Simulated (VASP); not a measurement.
A run of VASP 6.6.1 is set up as follows.

Contents of INCAR:

```
ALGO     = Normal         # electronic algorithm
EDIFF    = 1E-6           # SCF threshold, eV
ENCUT    = 520            # plane-wave cutoff, eV
GGA      = CA             # functional
ISIF     = 2              # what is computed and relaxed
ISMEAR   = -1             # smearing method
LASPH    = True           # aspherical terms in the spheres
LCHARG   = False          # write CHGCAR
LREAL    = False          # projectors in reciprocal space
LWAVE    = False          # write WAVECAR
NBANDS   = 18             # bands
NELM     = 100            # most SCF steps
PREC     = Accurate       # precision mode
SIGMA    = 0.02           # smearing width, eV
```

Contents of KPOINTS:

```
k-points
0
Gamma
  6 6 6
```

File POSCAR:

```
PtSe2
1.0
    0.0000000000      3.0801093494      3.0801093494
    3.0801093494      0.0000000000      3.0801093494
    3.0801093494      3.0801093494      0.0000000000
Pt Se
1 2
Direct
    0.0000000000      0.0000000000      0.0000000000
    0.2500000000      0.2500000000      0.2500000000
    0.7500000000      0.7500000000      0.7500000000
```

Potentials or basis: VASP PAW LDA potentials, release 64 (Pt, Se).

Launch:

```console
$ cat potpaw_LDA.64/Pt/POTCAR potpaw_LDA.64/Se/POTCAR > POTCAR
$ mpirun -np 1 vasp_std > vasp.out
```

Problem. Predict the pressure.

Solution. 0.3 GPa.

Problem. Estimate the band gap on the k mesh.

Solution. Zero (bands 11 and 12 overlap by 0.52 eV).

Caveat: spin-orbit coupling is left out, which moves the levels of the heavy elements.
